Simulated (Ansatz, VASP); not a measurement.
**One calculation of Zr, two programs**

```
CELL_PARAMETERS angstrom
-1.79591 1.79591 1.79591
1.79591 -1.79591 1.79591
1.79591 1.79591 -1.79591
ATOMIC_POSITIONS crystal
Zr 0.00000 0.00000 0.00000
```

Alike in both runs: functional r2SCAN; k mesh 8 × 8 × 8; occupations gaussian, width 0.1 eV; no spin polarisation.

Ansatz relaxed the structure, and its values are those at the end. VASP's run is a single point on that final structure, the one shown.

|  | VASP | Ansatz |
| --- | --- | --- |
| version | VASP 6.6.1 | Ansatz 0.2.0 |
| potentials or method | VASP PAW PBE potentials, release 64 (Zr_sv), cutoff 520 eV | scalar-relativistic, plane waves, PAW |
| valence electrons in the cell | 12 | 12 |

```tsv
	VASP	Ansatz	Ansatz less VASP
gap on the k mesh at the Fermi level (eV)	none	none	-
pressure (GPa)	-0.2	-0.2	-0.01
```

VASP's potentials were made for PBE, not for r2SCAN. A gap of «none» marks a metal or a gap that the smearing closes.
